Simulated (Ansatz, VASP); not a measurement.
NiO: VASP beside Ansatz

```
CELL_PARAMETERS angstrom
0.00000 2.09972 2.09972
2.09972 0.00000 2.09972
2.09972 2.09972 0.00000
ATOMIC_POSITIONS crystal
Ni 0.00000 0.00000 0.00000
O 0.50000 0.50000 0.50000
```

Change from the starting cell: volume scaled by 1.02.

Alike in both runs: task single point; functional PBEsol; k mesh 11 × 11 × 11; occupations fermi-dirac, width 0.05 eV; collinear spin.

|  | VASP | Ansatz |
| --- | --- | --- |
| version | VASP 6.6.1 | Ansatz 0.2.0 |
| potentials or method | VASP PAW PBE potentials, release 64 (Ni, O), cutoff 520 eV | all-electron LAPW, scalar-relativistic |

```csv
,VASP,Ansatz,Ansatz less VASP
gap on the k mesh at the Fermi level (eV),none,none,-
pressure (GPa),-10.7,-9.9,+0.85
net moment per atom (μB),0.71,0.78,+0.068
size of the moment on the site where the two differ most (μB),1.18,1.30,+0.120
```

VASP's potentials were made for PBE, not for PBEsol. Site moments also hang on the region over which each program counts them. A gap of «none» marks a metal or a gap that the smearing closes. Ansatz ran all-electron here, and VASP with PAW potentials.
